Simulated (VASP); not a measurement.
**Si: relaxation of cell and atoms with PBE**

The system is Si.

```
CELL_PARAMETERS angstrom
9.77580 0.00000 0.00000
0.00000 9.77580 0.00000
0.00000 0.00000 9.77580
ATOMIC_POSITIONS crystal
Si 0.00000 0.00000 0.00000
Si 0.00000 0.25000 0.25000
Si 0.25000 0.00000 0.25000
Si 0.25000 0.25000 0.00000
Si 0.12500 0.12500 0.12500
Si 0.12500 0.37500 0.37500
Si 0.37500 0.12500 0.37500
Si 0.37500 0.37500 0.12500
Si 0.00000 0.00000 0.50000
Si 0.00000 0.25000 0.75000
Si 0.25000 0.00000 0.75000
Si 0.25000 0.25000 0.50000
Si 0.12500 0.12500 0.62500
Si 0.12500 0.37500 0.87500
Si 0.37500 0.12500 0.87500
Si 0.37500 0.37500 0.62500
Si 0.00000 0.50000 0.00000
Si 0.00000 0.75000 0.25000
Si 0.25000 0.50000 0.25000
Si 0.25000 0.75000 0.00000
Si 0.12500 0.62500 0.12500
Si 0.12500 0.87500 0.37500
Si 0.37500 0.62500 0.37500
Si 0.37500 0.87500 0.12500
Si 0.00000 0.50000 0.50000
Si 0.00000 0.75000 0.75000
Si 0.25000 0.50000 0.75000
Si 0.25000 0.75000 0.50000
Si 0.12500 0.62500 0.62500
Si 0.12500 0.87500 0.87500
Si 0.37500 0.62500 0.87500
Si 0.37500 0.87500 0.62500
Si 0.50000 0.00000 0.00000
Si 0.50000 0.25000 0.25000
Si 0.75000 0.00000 0.25000
Si 0.75000 0.25000 0.00000
Si 0.62500 0.12500 0.12500
Si 0.62500 0.37500 0.37500
Si 0.87500 0.12500 0.37500
Si 0.87500 0.37500 0.12500
Si 0.50000 0.00000 0.50000
Si 0.50000 0.25000 0.75000
Si 0.75000 0.00000 0.75000
Si 0.75000 0.25000 0.50000
Si 0.62500 0.12500 0.62500
Si 0.62500 0.37500 0.87500
Si 0.87500 0.12500 0.87500
Si 0.87500 0.37500 0.62500
Si 0.50000 0.50000 0.00000
Si 0.50000 0.75000 0.25000
Si 0.75000 0.50000 0.25000
Si 0.75000 0.75000 0.00000
Si 0.62500 0.62500 0.12500
Si 0.62500 0.87500 0.37500
Si 0.87500 0.62500 0.37500
Si 0.87500 0.87500 0.12500
Si 0.50000 0.50000 0.50000
Si 0.50000 0.75000 0.75000
Si 0.75000 0.50000 0.75000
Si 0.75000 0.75000 0.50000
Si 0.62500 0.62500 0.62500
Si 0.62500 0.87500 0.87500
Si 0.87500 0.62500 0.87500
Si 0.87500 0.87500 0.62500
```

```
Program                : VASP 6.6.1
Task                   : relaxation of cell and atoms
Functional             : PBE
Potentials or basis    : VASP PAW PBE potentials, release 64 (Si)
Cutoff                 : 600 eV
k mesh                 : 1 × 1 × 1
Occupations            : fermi-dirac, width 0.02 eV
Spin                   : no spin polarisation
Dipole correction      : no
Further INCAR settings : LREAL = Auto; ALGO = Normal; EDIFF = 1e-07; IBRION = 2; EDIFFG = -0.01; NSW = 40; ISIF = 3
```

```yaml
Relaxed_volume: 20.59 Å³/atom
Relaxed_cell: a = 10.963 Å, b = 10.963 Å, c = 10.963 Å, α = 90.00°, β = 90.00°, γ = 90.00°
Space_group_after_relaxing_to_0.1_Å: Fd-3m (No. 227)
Energy_gained_by_relaxing: 866.4 meV/atom
Ionic_steps: 20
Pressure_after_relaxing: 0.1 GPa
Band_gap_on_the_k_mesh: 0.74 eV
```

Step by step:
```
step  energy change (eV)  largest force (eV/Å)  pressure (GPa)  volume (Å³)
   1              0.0000                0.0000           59.28       934.24
   2            -22.2207                0.0000          -12.82      1871.33
   3            -55.3772                0.0000           -1.21      1337.22
   4            -55.4413                0.0000           -0.43      1324.42
   5            -55.4482                0.0000            0.19      1315.71
   6            -55.4482                0.0000            0.19      1315.73
   7            -55.4482                0.0000            0.18      1315.79
   8            -55.4482                0.0000            0.18      1315.79
   9            -55.4482                0.0000            0.18      1315.79
  10            -55.4482                0.0000            0.18      1315.79
  11            -55.4482                0.0000            0.18      1315.79
  12            -55.4483                0.0000            0.18      1315.79
  13            -55.4483                0.0000            0.18      1315.80
  14            -55.4483                0.0000            0.18      1315.81
  15            -55.4483                0.0000            0.18      1315.84
  16            -55.4484                0.0000            0.18      1315.89
  17            -55.4485                0.0000            0.17      1316.00
  18            -55.4487                0.0000            0.15      1316.22
  19            -55.4491                0.0000            0.12      1316.65
  20            -55.4495                0.0000            0.06      1317.51
```

Final structure:
```
CELL_PARAMETERS angstrom
10.96270 0.00000 0.00000
0.00000 10.96270 0.00000
0.00000 0.00000 10.96270
ATOMIC_POSITIONS crystal
Si 0.00000 0.00000 0.00000
Si 0.00000 0.25000 0.25000
Si 0.25000 0.00000 0.25000
Si 0.25000 0.25000 0.00000
Si 0.12500 0.12500 0.12500
Si 0.12500 0.37500 0.37500
Si 0.37500 0.12500 0.37500
Si 0.37500 0.37500 0.12500
Si 0.00000 0.00000 0.50000
Si 0.00000 0.25000 0.75000
Si 0.25000 0.00000 0.75000
Si 0.25000 0.25000 0.50000
Si 0.12500 0.12500 0.62500
Si 0.12500 0.37500 0.87500
Si 0.37500 0.12500 0.87500
Si 0.37500 0.37500 0.62500
Si 0.00000 0.50000 0.00000
Si 0.00000 0.75000 0.25000
Si 0.25000 0.50000 0.25000
Si 0.25000 0.75000 0.00000
Si 0.12500 0.62500 0.12500
Si 0.12500 0.87500 0.37500
Si 0.37500 0.62500 0.37500
Si 0.37500 0.87500 0.12500
Si 0.00000 0.50000 0.50000
Si 0.00000 0.75000 0.75000
Si 0.25000 0.50000 0.75000
Si 0.25000 0.75000 0.50000
Si 0.12500 0.62500 0.62500
Si 0.12500 0.87500 0.87500
Si 0.37500 0.62500 0.87500
Si 0.37500 0.87500 0.62500
Si 0.50000 0.00000 0.00000
Si 0.50000 0.25000 0.25000
Si 0.75000 0.00000 0.25000
Si 0.75000 0.25000 0.00000
Si 0.62500 0.12500 0.12500
Si 0.62500 0.37500 0.37500
Si 0.87500 0.12500 0.37500
Si 0.87500 0.37500 0.12500
Si 0.50000 0.00000 0.50000
Si 0.50000 0.25000 0.75000
Si 0.75000 0.00000 0.75000
Si 0.75000 0.25000 0.50000
Si 0.62500 0.12500 0.62500
Si 0.62500 0.37500 0.87500
Si 0.87500 0.12500 0.87500
Si 0.87500 0.37500 0.62500
Si 0.50000 0.50000 0.00000
Si 0.50000 0.75000 0.25000
Si 0.75000 0.50000 0.25000
Si 0.75000 0.75000 0.00000
Si 0.62500 0.62500 0.12500
Si 0.62500 0.87500 0.37500
Si 0.87500 0.62500 0.37500
Si 0.87500 0.87500 0.12500
Si 0.50000 0.50000 0.50000
Si 0.50000 0.75000 0.75000
Si 0.75000 0.50000 0.75000
Si 0.75000 0.75000 0.50000
Si 0.62500 0.62500 0.62500
Si 0.62500 0.87500 0.87500
Si 0.87500 0.62500 0.87500
Si 0.87500 0.87500 0.62500
```

Levels at points of the mesh, in eV from the valence-band top:
```csv
k point,band 126,band 127,band 128,band 129,band 130,band 131
"(0.00, 0.00, 0.00)",0.00,0.00,0.00,0.74,0.74,0.74
```

It took 18 min on 1 thread of AMD EPYC 9R45 96-Core Processor (Zen 5), with other jobs on the host, peak memory 1 GiB.

Caveat: the k points lie up to 0.57 Å⁻¹ apart in the final cell; the volume moved by over 15 % at a fixed basis, so the end points are rough; an odd mesh through Γ misses points on the zone boundary, where band edges can lie.
